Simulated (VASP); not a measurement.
Wanted: the native input for a VASP 6.6.1 run.

* Task: single point
* Functional: PBE
* Potentials or basis: VASP PAW PBE potentials, release 64 (Ga_d, Sb, Bi_d, S)
* Cutoff: 500 eV
* k mesh: 3 × 3 × 2
* Occupations: gaussian, width 0.15 eV
* Spin: no spin polarisation
* Dipole correction: no
* Further INCAR settings: ALGO = Normal; EDIFF = 1e-06; NBANDS = 41

The structure of GaBi2Sb3S lies in POSCAR:

```
GaBi2Sb3S
1.0
    5.7976754739     -0.0000000030      0.0000000000
   -2.8988377344      5.0209342448      0.0000000000
    0.0000000000      0.0000000000      6.7003372717
Ga Sb Bi S
1 3 2 1
Direct
    0.0000000000      0.0000000000      0.7394232905
    0.3751599603      0.0000000000      0.3610965736
    0.0000000000      0.3751599603      0.3610965736
    0.6248400397      0.6248400397      0.3610965736
    0.3333333333      0.6666666667      0.8076290833
    0.6666666667      0.3333333333      0.8076290833
    0.0000000000      0.0000000000      0.1158434423
```

One way to write it, as run:

INCAR

```
SYSTEM = GaBi2Sb3S
  ALGO = Normal
  EDIFF = 1E-6
  ENCUT = 500
  GGA = PE
  GGA_COMPAT = .FALSE.
  ISIF = 2
  ISMEAR = 0
  LASPH = .TRUE.
  LCHARG = .TRUE.
  LELF = .TRUE.
  LREAL = .FALSE.
  LVHAR = .TRUE.
  LWAVE = .FALSE.
  NBANDS = 41
  NELM = 120
  PREC = Accurate
  SIGMA = 0.15
```

KPOINTS

```
k-points
0
G
  3 3 2
  0 0 0
```

Potentials or basis: VASP PAW PBE potentials, release 64 (Ga_d, Sb, Bi_d, S).

The run is started by

```bash
$ cat potpaw_PBE.64/Ga_d/POTCAR potpaw_PBE.64/Sb/POTCAR potpaw_PBE.64/Bi_d/POTCAR potpaw_PBE.64/S/POTCAR > POTCAR
$ mpirun -np 1 vasp_std > vasp.out
```

It gave:

```json
{
 "Pressure": "0.0 GPa",
 "Largest force": "0.094 eV/Å",
 "Band gap on the k mesh": "zero (band 32 reaches 7.03 eV, above the bottom of band 33 at 5.90 eV)"
}
```

Caveat: the k points lie up to 0.47 Å⁻¹ apart; spin-orbit coupling is left out, which moves the levels of the heavy elements.

Wall time 27 s on 1 thread of AMD EPYC 9R45 (Zen 5), on a shared host, peak memory 0.27 GiB.
